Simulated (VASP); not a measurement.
Crystal: RbBr.

```
Rb Br
1.0
     4.12608    0.00000    0.00000
     0.00000    4.12608    0.00000
     0.00000    0.00000    4.12608
Rb Br
1 1
Direct
  0.00000 0.00000 0.00000
  0.50000 0.50000 0.50000
```

* Program: VASP 6.6.1
* Task: relaxation of cell and atoms
* Functional: PBEsol
* Potentials or basis: VASP PAW PBE potentials, release 64 (Rb_sv, Br)
* Cutoff: 600 eV
* k mesh: 12 × 12 × 12
* Occupations: fermi-dirac, width 0.08 eV
* Spin: no spin polarisation

At the start: pressure -0.6 GPa; volume 35.12 Å³/atom.

Question: How do energy, volume and symmetry change on relaxing?

Answer: Over 9 steps the energy falls by 2.2 meV/atom and the volume is 33.90 Å³/atom (-3.5 %); space group Pm-3m (No. 221, to 0.1 Å) before and after.

Step by step:
| step | energy change (eV) | largest force (eV/Å) | pressure (GPa) | volume (Å³) |
| --- | --- | --- | --- | --- |
| 1 | 0.0000 | 0.0000 | -0.56 | 70.24 |
| 2 | -0.0033 | 0.0000 | -0.30 | 69.01 |
| 3 | -0.0045 | 0.0000 | 0.03 | 67.64 |
| 4 | -0.0045 | 0.0000 | 0.01 | 67.74 |
| 5 | -0.0045 | 0.0000 | -0.01 | 67.86 |
| 6 | -0.0045 | 0.0000 | -0.01 | 67.80 |
| 7 | -0.0045 | 0.0000 | -0.01 | 67.80 |
| 8 | -0.0045 | 0.0000 | -0.02 | 67.80 |
| 9 | -0.0045 | 0.0000 | -0.01 | 67.80 |

Final structure:
```
Rb Br
1.0
     4.07760    0.00000    0.00000
     0.00000    4.07760    0.00000
     0.00000    0.00000    4.07760
Rb Br
1 1
Direct
  0.00000 0.00000 0.00000
  0.50000 0.50000 0.50000
```

Caveat: the PAW data sets were made with another functional, which shifts forces and pressure a little.
